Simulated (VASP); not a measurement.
A run of VASP 6.6.1 is set up as follows.

File INCAR:

```
SYSTEM = ZrB2
PREC     = Accurate       ! precision mode
ENCUT    = 520            ! plane-wave cutoff, eV
EDIFF    = 1E-6           ! SCF threshold, eV
ISMEAR   = 0              ! smearing method
SIGMA    = 0.15           ! smearing width, eV
LREAL    = .FALSE.        ! projectors in reciprocal space
LASPH    = .TRUE.         ! aspherical terms in the spheres
NELM     = 100            ! most SCF steps
ALGO     = Normal         ! electronic algorithm
ISIF     = 2              ! what is computed and relaxed
LWAVE    = .FALSE.        ! write WAVECAR
LCHARG   = .TRUE.         ! write CHGCAR
GGA      = PS             ! functional
LELF     = .TRUE.         ! ELF
LVHAR    = .TRUE.       
NBANDS   = 16             ! bands
```

KPOINTS

```
regular mesh
0
G
  15 15 12
  0 0 0
```

The input POSCAR:

```
ZrB2
1.0
    3.1233000000      0.0000000000      0.0000000000
   -1.5616500000      2.7048571436      0.0000000000
    0.0000000000      0.0000000000      3.6821000000
Zr B
1 2
Direct
    0.0000000000      0.0000000000      0.0000000000
    0.3333333333      0.6666666667      0.5000000000
    0.6666666667      0.3333333333      0.5000000000
```

Potentials or basis: VASP PAW PBE potentials, release 64 (Zr_sv, B).

Command:

```sh
$ cat potpaw_PBE.64/Zr_sv/POTCAR potpaw_PBE.64/B/POTCAR > POTCAR
$ mpirun -np 1 vasp_std > vasp.out
```

(1) Predict the band gap on the k mesh.

(2) Estimate the pressure.

Answers

(1) zero (bands 9 and 10 overlap by 1.07 eV).

(2) -5.3 GPa.

Caveat: the cell stands under tension; the PAW data sets were made with another functional, which shifts forces and pressure a little.
